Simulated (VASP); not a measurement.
PtS2: single point with PBE+D3(BJ)

The system is PtS2, a slab with vacuum.

```
S Pt
1.0
     3.54153    0.00000    0.00000
    -1.77076    3.06705    0.00000
     0.00000    0.00000   22.46707
S Pt
4 2
Direct
  0.66667 0.33333 0.20029
  0.33333 0.66667 0.31083
  0.50000 0.00000 0.45505
  0.16667 0.33333 0.56559
  0.00000 0.00000 0.25556
  0.83333 0.66667 0.51032
```

| Item | Value |
| --- | --- |
| Program | VASP 6.6.1 |
| Task | single point |
| Functional | PBE |
| Dispersion | D3(BJ) |
| Potentials or basis | VASP PAW PBE potentials, release 64 (S, Pt) |
| Cutoff | 520 eV |
| k mesh | 9 × 9 × 1 |
| Occupations | gaussian, width 0.05 eV |
| Spin | no spin polarisation |
| Dipole correction | yes |
| Further INCAR settings | ALGO = Normal; EDIFF = 1e-07; NBANDS = 31 |

| Quantity | Value |
| --- | --- |
| Largest force | 0.119 eV/Å |
| Band gap on the k mesh | 1.29 eV, indirect (least direct gap 1.43 eV) |
| Dispersion energy per atom | -0.321 eV |

Forces on the atoms (eV/Å):
```
S    0.000 -0.035  0.035
S    0.000 -0.088 -0.080
S    0.000  0.088  0.080
S    0.000  0.035 -0.035
Pt   0.000  0.049  0.070
Pt   0.000 -0.049 -0.070
```

Levels at points of the mesh, in eV from the valence-band top:
```tsv
k point	band 19	band 20	band 21	band 22	band 23	band 24	band 25	band 26
(0.00, 0.00, 0.00)	-0.65	-0.64	-0.62	-0.46	2.81	2.83	2.85	2.86
```

Run time: 3.8 min on 1 thread of Intel(R) Xeon(R) Platinum 8559C (Emerald Rapids), with other jobs on the host, peak memory 0.43 GiB.

Caveat: spin-orbit coupling is left out, which moves the levels of the heavy elements.
